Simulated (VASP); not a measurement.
# SrAgO3 (Pm-3m) in VASP: notebook, part 2 of 2

VASP 6.6.1.

**3. Single point, LDA**

This run uses another cell than the first one, of 13.54 Å³/atom, 1.026 times its volume.

INCAR reads:

```
ALGO = Normal ; EDIFF = 1E-7
ENCUT = 520 ; GGA = CA
ISIF = 2 ; ISMEAR = -1
LASPH = T ; LCHARG = F
LREAL = F ; LWAVE = F
NBANDS = 28 ; NELM = 60
PREC = Accurate ; SIGMA = 0.15
```

KPOINTS reads:

```
k-points
0
Gamma
  6 6 6
```

POSCAR reads:

```
SrAgO3
1.0
    4.0757064678      0.0000000000      0.0000000000
    0.0000000000      4.0757064678      0.0000000000
    0.0000000000      0.0000000000      4.0757064678
Sr Ag O
1 1 3
Direct
    0.0000000000      0.0000000000      0.0000000000
    0.5000000000      0.5000000000      0.5000000000
    0.5000000000      0.5000000000      0.0000000000
    0.5000000000      0.0000000000      0.5000000000
    0.0000000000      0.5000000000      0.5000000000
```

Potentials or basis: VASP PAW LDA potentials, release 64 (Sr_sv, Ag, O).

Command:

```console
cat potpaw_LDA.64/Sr_sv/POTCAR potpaw_LDA.64/Ag/POTCAR potpaw_LDA.64/O/POTCAR > POTCAR
mpirun -np 1 vasp_std > vasp.out
```

OUTCAR:

```text
EDIFF = 1E-7
   ENCUT = 520
   GGA = CA
   ISIF = 2
   ISMEAR = -1
   LASPH = T
   LREAL = F
   NELM = 60
   PREC = Accurate

 ion  position               nearest neighbor table
   1  0.000  0.000  0.000-   3 2.88   4 2.88   5 2.88   4 2.88   5 2.88   3 2.88   5 2.88   5 2.88
                             3 2.88   4 2.88   4 2.88   3 2.88   2 3.53   2 3.53   2 3.53   2 3.53
   2  0.500  0.500  0.500-   3 2.04   4 2.04   5 2.04   3 2.04   4 2.04   5 2.04   1 3.53   1 3.53
                             1 3.53   1 3.53   1 3.53   1 3.53   1 3.53   1 3.53
   3  0.500  0.500  0.000-   2 2.04   2 2.04   1 2.88   1 2.88   1 2.88   1 2.88
   4  0.500  0.000  0.500-   2 2.04   2 2.04   1 2.88   1 2.88   1 2.88   1 2.88
   5  0.000  0.500  0.500-   2 2.04   2 2.04   1 2.88   1 2.88   1 2.88   1 2.88

  LATTYP: Found a simple cubic cell.
 ALAT       =     4.0757064678

  Lattice vectors:

 A1 = (   4.0757064678,   0.0000000000,   0.0000000000)
 A2 = (   0.0000000000,   4.0757064678,   0.0000000000)
 A3 = (   0.0000000000,   0.0000000000,   4.0757064678)

Analysis of symmetry for initial positions (statically):
=====================================================================
 Subroutine PRICEL returns:
 Original cell was already a primitive cell.

 Routine SETGRP: Setting up the symmetry group for a
 simple cubic supercell.

 Subroutine GETGRP returns: Found 48 space group operations
 (whereof 48 operations were pure point group operations)
 out of a pool of 48 trial point group operations.

The static configuration has the point symmetry O_h .

Analysis of symmetry for dynamics (positions and initial velocities):
=====================================================================
 Subroutine PRICEL returns:
 Original cell was already a primitive cell.

 Routine SETGRP: Setting up the symmetry group for a
 simple cubic supercell.

 Subroutine GETGRP returns: Found 48 space group operations
 (whereof 48 operations were pure point group operations)
 out of a pool of 48 trial point group operations.

The dynamic configuration has the point symmetry O_h .

 Subroutine INISYM returns: Found 48 space group operations
 (whereof 48 operations are pure point group operations),
 and found     1 'primitive' translations

----------------------------------------------------------------------------------------

                                     Primitive cell

  volume of cell :      67.7031

  direct lattice vectors                    reciprocal lattice vectors
     4.075706468  0.000000000  0.000000000     0.245356236  0.000000000  0.000000000
     0.000000000  4.075706468  0.000000000     0.000000000  0.245356236  0.000000000
     0.000000000  0.000000000  4.075706468     0.000000000  0.000000000  0.245356236

  length of vectors
     4.075706468  4.075706468  4.075706468     0.245356236  0.245356236  0.245356236

  position of ions in fractional coordinates (direct lattice)
     0.000000000  0.000000000  0.000000000
     0.500000000  0.500000000  0.500000000
     0.500000000  0.500000000  0.000000000
     0.500000000  0.000000000  0.500000000
     0.000000000  0.500000000  0.500000000

  ion indices of the primitive-cell ions
   primitive index   ion index
                 1           1
                 2           2
[... 27 lines left out ...]

 Found     20 irreducible k-points:

 Following reciprocal coordinates:
            Coordinates               Weight
  0.000000  0.000000  0.000000      1.000000
  0.166667  0.000000  0.000000      6.000000
  0.333333  0.000000  0.000000      6.000000
  0.500000  0.000000  0.000000      3.000000
  0.166667  0.166667  0.000000     12.000000
  0.333333  0.166667  0.000000     24.000000
[... 12 lines left out ...]
  0.500000  0.500000  0.333333      6.000000
  0.500000  0.500000  0.500000      1.000000
   k-points           NKPTS =     20   k-points in BZ     NKDIM =     20   number of bands    NBANDS=     28
   number of dos      NEDOS =    301   number of ions     NIONS =      5
   total plane-waves  NPLWV =  27000
   dimension x,y,z NGX =    30 NGY =   30 NGZ =   30
   dimension x,y,z NGXF=    60 NGYF=   60 NGZF=   60
   ions per type =               1   1   3
   NGX,Y,Z   is equivalent  to a cutoff of  12.24, 12.24, 12.24 a.u.
   NGXF,Y,Z  is equivalent  to a cutoff of  24.47, 24.47, 24.47 a.u.
 SYSTEM =  unknown system
   PREC   = accura    normal or accurate (medium, high low for compatibility)
   ISTART =      0    job   : 0-new  1-cont  2-samecut
   ICHARG =      2    charge: 1-file 2-atom 10-const
   ISPIN  =      1    spin polarized calculation?
   LNONCOLLINEAR =      F non collinear calculations
   LSORBIT =      F    spin-orbit coupling
   LASPH  =      T    aspherical Exc in radial PAW
   ENCUT  =  520.0 eV  38.22 Ry    6.18 a.u.   7.58  7.58  7.58*2*pi/ulx,y,z
   NELM   =     60;   NELMIN=  2; NELMDL= -5     # of ELM steps
   EDIFF  = 0.1E-06   stopping-criterion for ELM
   LREAL  =      F    real-space projection
   EDIFFG = 0.1E-05   stopping-criterion for IOM
   NSW    =      0    number of steps for IOM
   IBRION =     -1    ionic relax: 0-MD 1-quasi-New 2-CG
   NFREE  =      0    steps in history (QN), initial steepest desc. (CG)
   ISIF   =      2    stress and relaxation
   ISYM   =      2    0-nonsym 1-usesym 2-fastsym
   POTIM  = 0.5000    time-step for ionic-motion
   TEBEG  =    0.0;   TEEND  =   0.0 temperature during run
   PSTRESS=    0.0 pullay stress
   NELECT =      39.0000    total number of electrons
   NUPDOWN=      -1.0000    fix difference up-down
   EMIN   =  10.00;   EMAX   =-10.00  energy-range for DOS
   EFERMI =   0.00;   METHOD = LEGACY
   ISMEAR =    -1;   SIGMA  =   0.15  broadening in eV -4-tet -1-fermi 0-gaus
   EFERMI_NEDOS =   21; number of points for ismear=-14 and -15
   IALGO  =     38    algorithm
   IMIX   =      4    mixing-type and parameters
     AMIX     =   0.40;   BMIX     =  1.00
     AMIX_MAG =   1.60;   BMIX_MAG =  1.00
  volume/ion in A,a.u.               =      13.54        91.38
  Fermi-wavevector in a.u.,A,eV,Ry     =   1.362156  2.574101 25.245183  1.855469
  Thomas-Fermi vector in A             =   2.488670
   LORBIT       =      0    0 simple, 1 ext, 2 COOP (PROOUT), +10 PAW based schemes
   GGA     = CA    functional components
   LHFCALC =     F    Hartree Fock is set to
   AEXX    =    0.0000 exact exchange contribution
   IVDW    =     0    specifies the selected vdW correction
   LEPSILON=     F    determine dielectric tensor
   LRPA    =     F    only Hartree local field effects (RPA)
 non-spin polarized calculation
  energy-cutoff  :      520.00
  volume of cell :       67.70
 maximum number of plane-waves:      1856
   NGX = 15   NGY = 15   NGZ = 15

 number of electron      38.9999977 magnetization

 Free energy of the ion-electron system (eV)
  ---------------------------------------------------
  ext. energy  EPLUGINS =         0.00000000
  ---------------------------------------------------
  free energy    TOTEN  =       -28.45180305 eV

  energy without entropy =      -28.23688389  energy(sigma->0) =      -28.34434347

 E-fermi :   2.9016     XC(G=0): -11.3506

 val. band max:        2.8009674903   @ k =   0.5000   0.1667   0.1667
 cond. band min:       2.9068319643   @ k =   0.3333   0.1667   0.1667
 fundamental gap:      0.1058644740
 Fermi energy:         2.9016194553

 k-point     1 :       0.0000    0.0000    0.0000
  band No.  band energies     occupation
      1     -29.7582      2.00000
      2     -14.3086      2.00000
      3     -13.3564      2.00000
      4     -13.3564      2.00000
      5     -11.8178      2.00000
      6     -11.8178      2.00000
[... 609 lines left out ...]
     27      12.0913      0.00000
     28      15.6552      0.00000

------------------------ aborting loop because EDIFF is reached ----------------------------------------

  FORCE on cell =-STRESS in cart. coord.  units (eV):
  Direction    XX          YY          ZZ          XY          YZ          ZX
  --------------------------------------------------------------------------------------
  -------------------------------------------------------------------------------------
  Total       -3.7120791     -3.7120791     -3.7120791     -0.0000000      0.0000000     -0.0000000
  in kB      -87.8454180    -87.8454180    -87.8454180     -0.0000000      0.0000000     -0.0000000
  external PRESSURE =     -87.8454180 kB  Pullay stress =       0.0000000 kB

 VOLUME and BASIS-vectors are now :
 -----------------------------------------------------------------------------
  energy-cutoff  :      520.00
  volume of cell :       67.70
      direct lattice vectors                 reciprocal lattice vectors
     4.075706468  0.000000000  0.000000000     0.245356236  0.000000000  0.000000000
     0.000000000  4.075706468  0.000000000     0.000000000  0.245356236  0.000000000
     0.000000000  0.000000000  4.075706468     0.000000000  0.000000000  0.245356236

 POSITION                                       TOTAL-FORCE (eV/Angst)
 -----------------------------------------------------------------------------------
      0.00000      0.00000      0.00000         0.000000      0.000000      0.000000
      2.03785      2.03785      2.03785         0.000000      0.000000      0.000000
      2.03785      2.03785      0.00000         0.000000      0.000000      0.000000
      2.03785      0.00000      2.03785         0.000000      0.000000      0.000000
      0.00000      2.03785      2.03785         0.000000      0.000000      0.000000
 -----------------------------------------------------------------------------------
    total drift:                                0.000000      0.000000     -0.000000

  FREE ENERGIE OF THE ION-ELECTRON SYSTEM (eV)
  ---------------------------------------------------
  free  energy   TOTEN  =       -28.4518030470 eV

  energy  without entropy=      -28.2368838886  energy(sigma->0) =      -28.34434347
```

OSZICAR:

```text
N       E                     dE             d eps       ncg     rms          rms(c)
DAV:   1     0.246040298230E+03    0.24604E+03   -0.21025E+04  1120   0.137E+03
DAV:   2    -0.214013083356E+02   -0.26744E+03   -0.25789E+03  1280   0.317E+02
DAV:   3    -0.366249334621E+02   -0.15224E+02   -0.15065E+02  1404   0.761E+01
DAV:   4    -0.370087698403E+02   -0.38384E+00   -0.38291E+00  1676   0.945E+00
DAV:   5    -0.370109781168E+02   -0.22083E-02   -0.22082E-02  1324   0.747E-01    0.276E+01
DAV:   6    -0.309108602882E+02    0.61001E+01   -0.40326E+01  1292   0.600E+01    0.321E+01
DAV:   7    -0.286244565387E+02    0.22864E+01   -0.90366E+00  1192   0.263E+01    0.118E+01
DAV:   8    -0.284881951175E+02    0.13626E+00   -0.14102E+00  1272   0.740E+00    0.503E+00
DAV:   9    -0.284561377960E+02    0.32057E-01   -0.44606E-02  1356   0.166E+00    0.187E+00
DAV:  10    -0.284526957412E+02    0.34421E-02   -0.17263E-02  1384   0.105E+00    0.488E-01
DAV:  11    -0.284520733639E+02    0.62238E-03   -0.51143E-03  1328   0.657E-01    0.370E-01
DAV:  12    -0.284518212306E+02    0.25213E-03   -0.13376E-03  1264   0.396E-01    0.477E-02
DAV:  13    -0.284518042922E+02    0.16938E-04   -0.66950E-05  1288   0.732E-02    0.196E-02
DAV:  14    -0.284518038788E+02    0.41334E-06   -0.87608E-06  1256   0.193E-02    0.823E-03
DAV:  15    -0.284518030372E+02    0.84160E-06   -0.18956E-06  1220   0.159E-02    0.373E-03
DAV:  16    -0.284518030470E+02   -0.97602E-08   -0.12525E-07   852   0.202E-03
   1 F= -.28451803E+02 E0= -.28344343E+02  d E =-.214919E+00
```

stdout:

```text
POSCAR found type information on POSCAR SrAgO
 POSCAR found :  3 types and       5 ions
 scaLAPACK will be used
 LDA part: xc-table for (Slater(with rela. corr.)+CA(PZ))
 , standard interpolation
 POSCAR, INCAR and KPOINTS ok, starting setup
 FFT: planning ... GRIDC
 FFT: planning ... GRID_SOFT
 FFT: planning ... GRID
 WAVECAR not read
 entering main loop
```

Run time: 17 s. Hardware: 1 thread of Intel Xeon Platinum 8559C (Emerald Rapids), shared host; peak memory 0.17 GiB.

Results:

- Free energy: -28.4518 eV
- Pressure: -8.8 GPa

Caveat: an odd number of electrons without spin polarisation forces a metal; a magnetic or distorted state may lie lower.

**4. Single point, LDA**

This run uses another cell than the first one, of 13.89 Å³/atom, 1.053 times its volume.

INCAR reads:

```
  ALGO = Normal
  EDIFF = 1E-6
  ENCUT = 520
  ISIF = 2
  ISMEAR = -1
  LASPH = T
  LCHARG = T
  LELF = T
  LREAL = F
  LVHAR = T
  LWAVE = F
  NBANDS = 28
  NELM = 60
  PREC = Accurate
  SIGMA = 0.15
```

KPOINTS is that of step 3.

Changes to POSCAR since step 3:

```diff
@@ -2,5 +2,5 @@
 1.0
-    4.0757064678      0.0000000000      0.0000000000
-    0.0000000000      4.0757064678      0.0000000000
-    0.0000000000      0.0000000000      4.0757064678
+    4.1102480000      0.0000000000      0.0000000000
+    0.0000000000      4.1102480000      0.0000000000
+    0.0000000000      0.0000000000      4.1102480000
 Sr Ag O
```

Potentials or basis: VASP PAW LDA potentials, release 64 (Sr_sv, Ag, O).

Command:

```console
cat potpaw_LDA.64/Sr_sv/POTCAR potpaw_LDA.64/Ag/POTCAR potpaw_LDA.64/O/POTCAR > POTCAR
mpirun -np 1 vasp_std > vasp.out
```

OUTCAR:

```text
EDIFF = 1E-6
   ENCUT = 520
   ISIF = 2
   ISMEAR = -1
   LASPH = T
   LREAL = F
   NELM = 60
   PREC = Accurate

 ion  position               nearest neighbor table
   1  0.000  0.000  0.000-   3 2.91   4 2.91   5 2.91   4 2.91   5 2.91   3 2.91   5 2.91   5 2.91
                             3 2.91   4 2.91   4 2.91   3 2.91   2 3.56   2 3.56   2 3.56   2 3.56
   2  0.500  0.500  0.500-   3 2.06   4 2.06   5 2.06   3 2.06   4 2.06   5 2.06   1 3.56   1 3.56
                             1 3.56   1 3.56   1 3.56   1 3.56   1 3.56   1 3.56
   3  0.500  0.500  0.000-   2 2.06   2 2.06   1 2.91   1 2.91   1 2.91   1 2.91
   4  0.500  0.000  0.500-   2 2.06   2 2.06   1 2.91   1 2.91   1 2.91   1 2.91
   5  0.000  0.500  0.500-   2 2.06   2 2.06   1 2.91   1 2.91   1 2.91   1 2.91

  LATTYP: Found a simple cubic cell.
 ALAT       =     4.1102480000

  Lattice vectors:

 A1 = (   4.1102480000,   0.0000000000,   0.0000000000)
 A2 = (   0.0000000000,   4.1102480000,   0.0000000000)
 A3 = (   0.0000000000,   0.0000000000,   4.1102480000)

Analysis of symmetry for initial positions (statically):
=====================================================================
[... 176 lines left out ...]
 cond. band min:       2.7246243492   @ k =   0.1667   0.1667   0.1667
 fundamental gap:      0.0645990613
 Fermi energy:         2.6693834603

 k-point     1 :       0.0000    0.0000    0.0000
  band No.  band energies     occupation
      1     -30.0656      2.00000
      2     -14.4004      2.00000
      3     -13.4780      2.00000
      4     -13.4780      2.00000
      5     -12.1161      2.00000
      6     -12.1161      2.00000
[... 609 lines left out ...]
     27      11.7342      0.00000
     28      15.1803      0.00000

------------------------ aborting loop because EDIFF is reached ----------------------------------------

  FORCE on cell =-STRESS in cart. coord.  units (eV):
  Direction    XX          YY          ZZ          XY          YZ          ZX
  --------------------------------------------------------------------------------------
  -------------------------------------------------------------------------------------
  Total       -4.7889143     -4.7889143     -4.7889143      0.0000000     -0.0000000      0.0000000
  in kB     -110.4952392   -110.4952392   -110.4952392      0.0000000     -0.0000000      0.0000000
  external PRESSURE =    -110.4952392 kB  Pullay stress =       0.0000000 kB

 VOLUME and BASIS-vectors are now :
 -----------------------------------------------------------------------------
  energy-cutoff  :      520.00
  volume of cell :       69.44
      direct lattice vectors                 reciprocal lattice vectors
     4.110248000  0.000000000  0.000000000     0.243294322  0.000000000  0.000000000
     0.000000000  4.110248000  0.000000000     0.000000000  0.243294322  0.000000000
     0.000000000  0.000000000  4.110248000     0.000000000  0.000000000  0.243294322

 POSITION                                       TOTAL-FORCE (eV/Angst)
 -----------------------------------------------------------------------------------
      0.00000      0.00000      0.00000         0.000000      0.000000      0.000000
      2.05512      2.05512      2.05512         0.000000      0.000000      0.000000
      2.05512      2.05512      0.00000         0.000000      0.000000      0.000000
      2.05512      0.00000      2.05512         0.000000      0.000000      0.000000
      0.00000      2.05512      2.05512         0.000000      0.000000      0.000000
 -----------------------------------------------------------------------------------
    total drift:                                0.000000     -0.000000     -0.000000

  FREE ENERGIE OF THE ION-ELECTRON SYSTEM (eV)
  ---------------------------------------------------
  free  energy   TOTEN  =       -28.3458476146 eV

  energy  without entropy=      -28.1127621926  energy(sigma->0) =      -28.22930490
```

OSZICAR:

```text
N       E                     dE             d eps       ncg     rms          rms(c)
DAV:   1     0.251293125799E+03    0.25129E+03   -0.21138E+04  1120   0.137E+03
DAV:   2    -0.203893035950E+02   -0.27168E+03   -0.26204E+03  1268   0.320E+02
DAV:   3    -0.364164028214E+02   -0.16027E+02   -0.15801E+02  1432   0.776E+01
DAV:   4    -0.368569206036E+02   -0.44052E+00   -0.43951E+00  1636   0.101E+01
DAV:   5    -0.368590953701E+02   -0.21748E-02   -0.21746E-02  1320   0.782E-01    0.265E+01
DAV:   6    -0.310520257594E+02    0.58071E+01   -0.41256E+01  1292   0.601E+01    0.321E+01
DAV:   7    -0.285246822371E+02    0.25273E+01   -0.93393E+00  1188   0.264E+01    0.115E+01
DAV:   8    -0.283864070530E+02    0.13828E+00   -0.15558E+00  1260   0.797E+00    0.467E+00
DAV:   9    -0.283497442982E+02    0.36663E-01   -0.62809E-02  1352   0.214E+00    0.188E+00
DAV:  10    -0.283470326221E+02    0.27117E-02   -0.17939E-02  1384   0.118E+00    0.463E-01
DAV:  11    -0.283463076488E+02    0.72497E-03   -0.74828E-03  1256   0.853E-01    0.430E-01
DAV:  12    -0.283458495897E+02    0.45806E-03   -0.15544E-03  1276   0.417E-01    0.235E-02
DAV:  13    -0.283458514144E+02   -0.18247E-05   -0.96235E-05  1328   0.582E-02    0.263E-02
DAV:  14    -0.283458476377E+02    0.37767E-05   -0.11680E-05  1260   0.300E-02    0.658E-03
DAV:  15    -0.283458476146E+02    0.23070E-07   -0.68667E-07   644   0.578E-03
   1 F= -.28345848E+02 E0= -.28229305E+02  d E =-.233085E+00
```

It took 14 s on 1 thread of Intel Xeon Platinum 8559C (Emerald Rapids), shared host; peak memory 0.17 GiB.

Results:

```yaml
Free_energy: -28.3458 eV
Pressure: -11.0 GPa
```

Caveat: an odd number of electrons without spin polarisation forces a metal; a magnetic or distorted state may lie lower.

**5. Overview**

```tsv
cell	gap on the mesh (eV)	pressure (GPa)
a = 4.041 Å, 5 atoms	none	-6.1
a = 4.076 Å, 5 atoms	none	-8.8
a = 4.110 Å, 5 atoms	none	-11.0
```

Alike in all rows: task single point; level LDA; potentials or basis VASP PAW LDA potentials, release 64 (Sr_sv, Ag, O); no spin polarisation; k mesh 6 × 6 × 6; cutoff (eV) 520; smearing fermi-dirac 0.15 eV.

Caveats: an odd number of electrons without spin polarisation forces a metal; a magnetic or distorted state may lie lower.

Total energies depend on the potentials used, so only differences within one code and one set of settings carry meaning.
